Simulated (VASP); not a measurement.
Write the native input for VASP 6.6.1 that does the following.

* Task: single point
* Functional: PBE
* Potentials or basis: VASP PAW PBE potentials, release 64 (W_sv, Ta_sv_GW, C)
* Cutoff: 700 eV
* k mesh: 10 × 10 × 10
* Occupations: fermi-dirac, width 0.05 eV
* Spin: no spin polarisation
* Dipole correction: no
* Further INCAR settings: ALGO = Normal; EDIFF = 1e-06; NBANDS = 26

The structure of TaWC2 lies in POSCAR:

```
TaWC2
1.0
    1.5925398227      0.9194532953      5.1687539453
   -1.5925398227      0.9194532953      5.1687539453
    0.0000000000     -1.8389065907      5.1687539453
W Ta C
1 1 2
Direct
    0.0000000000      0.0000000000      0.0000000000
    0.5000000000      0.5000000000      0.5000000000
    0.2509330000      0.2509330000      0.2509330000
    0.7490670000      0.7490670000      0.7490670000
```

The input as run:

INCAR

```
PREC = Accurate ; ENCUT = 700
EDIFF = 1E-6 ; ISMEAR = -1
SIGMA = 0.05 ; LREAL = F
LASPH = T ; NELM = 120
ALGO = Normal ; ISIF = 2
LWAVE = F ; LCHARG = F
GGA = PE ; NBANDS = 26
GGA_COMPAT = F
```

KPOINTS

```
Automatic mesh
0
Gamma
  10 10 10
```

Potentials or basis: VASP PAW PBE potentials, release 64 (W_sv, Ta_sv_GW, C).

Run with:

```bash
$ cat potpaw_PBE.64/W_sv/POTCAR potpaw_PBE.64/Ta_sv_GW/POTCAR potpaw_PBE.64/C/POTCAR > POTCAR
$ mpirun -np 1 vasp_std > vasp.out
```

It gave:

```json
{"Pressure": "-14.4 GPa", "Largest force": "0.030 eV/Å", "Band gap on the k mesh": "zero (an odd number of electrons rules out a gap without spin polarisation)"}
```

Caveat: the cell stands under tension; spin-orbit coupling is left out, which moves the levels of the heavy elements; an odd number of electrons without spin polarisation forces a metal; a magnetic or distorted state may lie lower.

Wall time 6.9 min on 1 thread of AMD EPYC 7R13 Processor (Zen 3), with other jobs on the host, peak memory 0.48 GiB.
